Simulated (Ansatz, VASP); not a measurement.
## LiCl in VASP and in Ansatz

```
Li Cl
1.0
     6.18962    0.00000    0.00000
    -3.09481    5.36037    0.00000
     0.00000    0.00000    3.68726
Li Cl
3 3
Direct
  0.61126 0.00000 0.66667
  0.00000 0.61126 0.33333
  0.38874 0.38874 0.00000
  0.35973 0.00000 0.16667
  0.00000 0.35973 0.83333
  0.64027 0.64027 0.50000
```

Alike in both runs: task relaxation of cell and atoms; functional PBE; k mesh 6 × 6 × 6; occupations gaussian, width 0.02 eV; no spin polarisation.

```csv
,VASP,Ansatz
version,VASP 6.6.1,Ansatz 0.2.0
potentials or method,"VASP PAW PBE potentials, release 64 (Li_sv, Cl), cutoff 600 eV","scalar-relativistic, plane waves, PAW"
valence electrons in the cell,30,30
```

Ansatz gave:

| Quantity | Value |
| --- | --- |
| gap on the k mesh at the Fermi level, each at its own relaxed structure (eV) | 5.81 |
| relaxed volume (Å³/atom) | 20.48 |
| relaxed length of the cell vector where the two differ most in proportion (Å) | 3.701 |

**Question.** Which values does VASP return?

**Answer.** gap on the k mesh at the Fermi level, each at its own relaxed structure (eV): 5.83; relaxed volume (Å³/atom): 20.40; relaxed length of the cell vector where the two differ most in proportion (Å): 3.690.

Noted on VASP's run: the cutoff is under 1.25 times that of the potentials, so the pressure is a little rough.
